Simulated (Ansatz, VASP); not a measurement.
Te2Mo: VASP beside Ansatz

Contents of INCAR:

```
SYSTEM = Te2Mo
ALGO     = Normal         ! electronic algorithm
EDIFF    = 1E-7           ! SCF threshold, eV
ENCUT    = 520            ! plane-wave cutoff, eV
GGA      = PE             ! functional
ISIF     = 2              ! what is computed and relaxed
ISMEAR   = 0              ! smearing method
LASPH    = .TRUE.         ! aspherical terms in the spheres
LCHARG   = .FALSE.        ! write CHGCAR
LREAL    = .FALSE.        ! projectors in reciprocal space
LWAVE    = .FALSE.        ! write WAVECAR
NBANDS   = 35             ! bands
NELM     = 60             ! most SCF steps
PREC     = Accurate       ! precision mode
SIGMA    = 0.05           ! smearing width, eV
```

File KPOINTS:

```
k-points
0
G
  9 9 2
  0 0 0
```

File POSCAR:

```
Te2Mo
1.0
   -1.7785332447     -3.0805099428      0.0000000000
    1.7785332447     -3.0805099428      0.0000000000
   -0.7114132979     -1.2322039771     15.2047171722
Te Mo
4 2
Direct
    0.6142289295      0.6666666667      0.1310943429
    0.0808955962      0.3333333333      0.6310943429
    0.5191044038      0.6666666667      0.3689056571
   -0.0142289295      0.3333333333      0.8689056571
    0.3666666667      0.6666666667      0.7500000000
    0.2333333333      0.3333333333      0.2500000000
```

Input for Ansatz:

```yaml
crystal:
  lattice:
    - [-1.7785332447, -3.0805099428, 0.0]
    - [1.7785332447, -3.0805099428, 0.0]
    - [-0.7114132979, -1.2322039771, 15.2047171722]
  atoms:
    - { symbol: Te, position: [0.6142289295, 0.6666666667, 0.1310943429] }
    - { symbol: Te, position: [0.0808955962, 0.3333333333, 0.6310943429] }
    - { symbol: Te, position: [0.5191044038, 0.6666666667, 0.3689056571] }
    - { symbol: Te, position: [-0.0142289295, 0.3333333333, 0.8689056571] }
    - { symbol: Mo, position: [0.3666666667, 0.6666666667, 0.75] }
    - { symbol: Mo, position: [0.2333333333, 0.3333333333, 0.25] }
basis:
  ecutwfc: 420
kpoints:
  mp_grid: { grid: [9, 9, 2] }
hamiltonian:
  xc: pbe
scf:
  occupations: { method: gaussian, width: 0.05 }
output:
  forces: true
  stress: true
  eigenvalues: true
```

Alike in both runs: task single point; functional PBE; k mesh 9 × 9 × 2; occupations gaussian, width 0.05 eV; no spin polarisation.

```csv
,VASP,Ansatz
version,VASP 6.6.1,Ansatz 0.2.0
potentials or method,"VASP PAW PBE potentials, release 64 (Te, Mo_sv), cutoff 520 eV","scalar-relativistic, plane waves, PAW"
valence electrons in the cell,52,92
```

|  | VASP | Ansatz | Ansatz less VASP |
| --- | --- | --- | --- |
| gap on the k mesh at the Fermi level (eV) | 1.04 | 1.04 | +0.001 |
| least direct gap on the mesh (eV) | 1.04 | 1.04 | +0.001 |
| pressure (GPa) | 0.2 | 0.1 | -0.01 |
| traceless stress, the component that is largest in VASP (GPa) | 0.27 | 0.21 | -0.056 |
| rms of the force components (eV/Å) | 0.019 | 0.023 | +0.0034 |

Atom by atom the forces differ by 0.006 eV/Å (rms over components). With one functional, cell and mesh, what is left measures potentials, basis and numerics. VASP's potentials hold 52 valence electrons a cell and Ansatz's 92, so a difference there can come from the potentials and not from the codes.

Neither program's run includes spin-orbit coupling.
